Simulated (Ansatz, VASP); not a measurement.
BeTe: VASP beside Ansatz

```xyz
2
Lattice="0.0000 2.8286 2.8286 2.8286 0.0000 2.8286 2.8286 2.8286 0.0000" Properties=species:S:1:pos:R:3 pbc="T T T"
Be    0.0000    0.0000    0.0000
Te    1.4143    1.4143    1.4143
```

Alike in both runs: task single point; functional PBE; k mesh 8 × 8 × 8; no spin polarisation.

|  | VASP | Ansatz |
| --- | --- | --- |
| version | VASP 6.6.1 | Ansatz 0.2.0 |
| potentials or method | VASP PAW PBE potentials, release 64 (Be, Te) | plane waves, PAW |
| plane-wave cutoff (eV) | 520 | 420 |
| occupations | gaussian, width 0.01 eV | fixed |
| valence electrons in the cell | 8 | 18 |

Ansatz gave:

```
gap on the k mesh at the Fermi level (eV) : 2.02
```

Q: What did VASP give for the same quantities?

A: gap on the k mesh at the Fermi level (eV): 2.01.

VASP's potentials hold 8 valence electrons a cell and Ansatz's 18, so a difference there can come from the potentials and not from the codes.

Neither program's run includes spin-orbit coupling.
